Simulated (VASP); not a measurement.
Mg: single point with PBE

The system is Mg.

```xyz
2
Lattice="3.0809 0.0000 0.0000 -1.5405 2.6681 0.0000 0.0000 0.0000 5.2103" Properties=species:S:1:pos:R:3 pbc="T T T"
Mg    0.0000    1.7788    1.3026
Mg    1.5405    0.8894    3.9077
```

This cell differs from its parent crystal: strain -0.040 along x and y, +0.000 along z.

| Item | Value |
| --- | --- |
| Program | VASP 6.6.1 |
| Task | single point |
| Functional | PBE |
| Potentials or basis | VASP PAW PBE potentials, release 64 (Mg) |
| Cutoff | 520 eV |
| k mesh | 18 × 18 × 10 |
| Occupations | gaussian, width 0.15 eV |
| Spin | no spin polarisation |

```json
{
  "Pressure": "2.9 GPa",
  "Band gap on the k mesh": "zero (bands 2 and 3 overlap by 2.48 eV)"
}
```

Stress tensor (GPa, compression positive):
```
3.76 0.00 0.00
0.00 3.76 0.00
0.00 0.00 1.03
```

Levels at points of the mesh, in eV from the Fermi level:
```tsv
k point	band 1	band 2	band 3	band 4	band 5	band 6	band 7
(0.00, 0.00, 0.00)	-7.22	-2.00	-1.61	11.81	11.81	11.86	12.17
(0.50, 0.00, 0.00)	-2.14	-2.03	2.73	2.98	3.22	3.73	7.69
(0.00, 0.00, 0.50)	-5.84	-5.84	4.63	4.63	12.52	12.52	12.52
(0.50, 0.00, 0.50)	-1.12	-1.12	-0.34	-0.34	8.21	8.21	8.83
```

Wall time 17 s on 1 thread of Intel(R) Xeon(R) 6975P-C (Granite Rapids), with other jobs on the host, peak memory 0.21 GiB.

Caveat: the cell differs from its parent crystal (strain -0.040 along x and y, +0.000 along z).
